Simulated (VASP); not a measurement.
Input of a VASP 6.6.1 run:

File INCAR:

```
SYSTEM = PtS2
ALGO = Normal ; DIPOL = 0.5 0.5 0.390
EDIFF = 1E-6 ; EDIFFG = -0.003
ENCUT = 520 ; GGA = PE
IBRION = 2 ; IDIPOL = 3
ISIF = 2 ; ISMEAR = 0
IVDW = 12 ; LASPH = .TRUE.
LCHARG = .FALSE. ; LDIPOL = .TRUE.
LREAL = .FALSE. ; LWAVE = .FALSE.
NELM = 80 ; NSW = 40
PREC = Accurate ; SIGMA = 0.05
```

The input KPOINTS:

```
k-points
0
G
  9 9 1
  0 0 0
```

File POSCAR:

```
PtS2
1.0
    3.5414384854      0.0000000000      0.0000000000
   -1.7707192427      3.0669756943      0.0000000000
    0.0000000000      0.0000000000     22.4671585948
S Pt
4 2
Selective dynamics
Direct
    0.6666666667      0.3333333333      0.2002923503  F F F
    0.3333333333      0.6666666667      0.3108350025  F F T
    0.3333333333      0.6666666667      0.4684428275  F F T
    0.0000000000      1.0000000000      0.5789854796  F F T
    0.0000000000      0.0000000000      0.2555636764  F F T
   -0.3333333333      0.3333333333      0.5237141535  F F T
```

Potentials or basis: VASP PAW PBE potentials, release 64 (S, Pt).

Run with:

```bash
$ cat potpaw_PBE.64/S/POTCAR potpaw_PBE.64/Pt/POTCAR > POTCAR
$ mpirun -np 1 vasp_std > vasp.out
```

(1) What does it give for the energy gained by relaxing?

(2) Estimate the dispersion energy per atom.

Results:

(1) 0.2 meV/atom.

(2) -0.314 eV.
